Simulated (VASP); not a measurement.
Here is a VASP 6.6.1 calculation.

File INCAR:

```
SYSTEM = BiTe
ALGO     = Normal         ! electronic algorithm
EDIFF    = 1E-6           ! SCF threshold, eV
ENCUT    = 520            ! plane-wave cutoff, eV
ISIF     = 2              ! what is computed and relaxed
ISMEAR   = 1              ! smearing method
LASPH    = .True.         ! aspherical terms in the spheres
LCHARG   = .False.        ! write CHGCAR
LREAL    = .False.        ! projectors in reciprocal space
LWAVE    = .False.        ! write WAVECAR
NBANDS   = 18             ! bands
NELM     = 80             ! most SCF steps
PREC     = Accurate       ! precision mode
SIGMA    = 0.15           ! smearing width, eV
```

File KPOINTS:

```
k-points
0
Gamma
  12 12 12
  0 0 0
```

Contents of POSCAR:

```
BiTe
1.0
    2.4227077728      1.3987509848      3.2177731959
   -2.4227077728      1.3987509848      3.2177731959
    0.0000000000     -2.7975019696      3.2177731959
Bi Te
1 1
Direct
    0.5000000000      0.5000000000      0.5000000000
    0.0000000000      0.0000000000      0.0000000000
```

Potentials or basis: VASP PAW LDA potentials, release 64 (Bi_d, Te).

The run is started by

```sh
$ cat potpaw_LDA.64/Bi_d/POTCAR potpaw_LDA.64/Te/POTCAR > POTCAR
$ mpirun -np 1 vasp_std > vasp.out
```

Task: What does it give for the band gap on the k mesh?

Result: Zero (an odd number of electrons rules out a gap without spin polarisation).

Task: Estimate the pressure.

Result: -2.5 GPa.

Stress tensor (GPa, compression positive):
```
-2.84  0.00  0.00
 0.00 -2.84  0.00
 0.00  0.00 -1.96
```

Caveat: spin-orbit coupling is left out, which moves the levels of the heavy elements; an odd number of electrons without spin polarisation forces a metal; a magnetic or distorted state may lie lower.
